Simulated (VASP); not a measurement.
A run of VASP 6.6.1 is set up as follows.

File INCAR:

```
SYSTEM = FePt
PREC = Accurate ; ENCUT = 600
EDIFF = 1E-6 ; ISMEAR = -1
SIGMA = 0.05 ; LREAL = .FALSE.
LASPH = .TRUE. ; NELM = 150
ALGO = Normal ; ISIF = 3
LWAVE = .FALSE. ; LCHARG = .FALSE.
ISPIN = 2 ; MAGMOM = 0 3
LORBIT = 11 ; LMAXMIX = 4
GGA = B5 ; ALDAX = 1.0
AGGAX = 1.0 ; AGGAC = 1.0
ALDAC = 0.0 ; IVDW = 13
VDW_S6 = 1.0 ; VDW_S8 = 2.34076671
VDW_A1 = 0.44488865 ; VDW_A2 = 4.0933009
IBRION = 2 ; NSW = 60
EDIFFG = -0.01
```

File KPOINTS:

```
regular mesh
0
G
  10 10 7
  0 0 0
```

File POSCAR:

```
FePt
1.0
    2.7235000000      0.0000000000      0.0000000000
    0.0000000000      2.7235000000      0.0000000000
    0.0000000000      0.0000000000      3.7200000000
Pt Fe
1 1
Direct
    0.5000000000      0.5000000000      0.5000000000
    0.0000000000      0.0000000000      0.0000000000
```

Potentials or basis: VASP PAW PBE potentials, release 64 (Pt, Fe).

The run is started by

```bash
$ cat potpaw_PBE.64/Pt/POTCAR potpaw_PBE.64/Fe/POTCAR > POTCAR
$ mpirun -np 1 vasp_std > vasp.out
```

Question: Predict the site moments.

Answer: Pt +0.34; Fe +2.87 μB.

Question: Predict the net moment.

Answer: 3.23 μB per cell.

Step by step:
| step | energy change (eV) | largest force (eV/Å) | pressure (GPa) | volume (Å³) |
| --- | --- | --- | --- | --- |
| 1 | 0.0000 | 0.0000 | 3.25 | 27.59 |
| 2 | 0.0069 | 0.0000 | -4.84 | 28.73 |
| 3 | -0.0042 | 0.0000 | -0.04 | 28.01 |

Caveat: the PAW data sets were made with another functional, which shifts forces and pressure a little. Zero-point motion and thermal expansion aren't in these numbers.
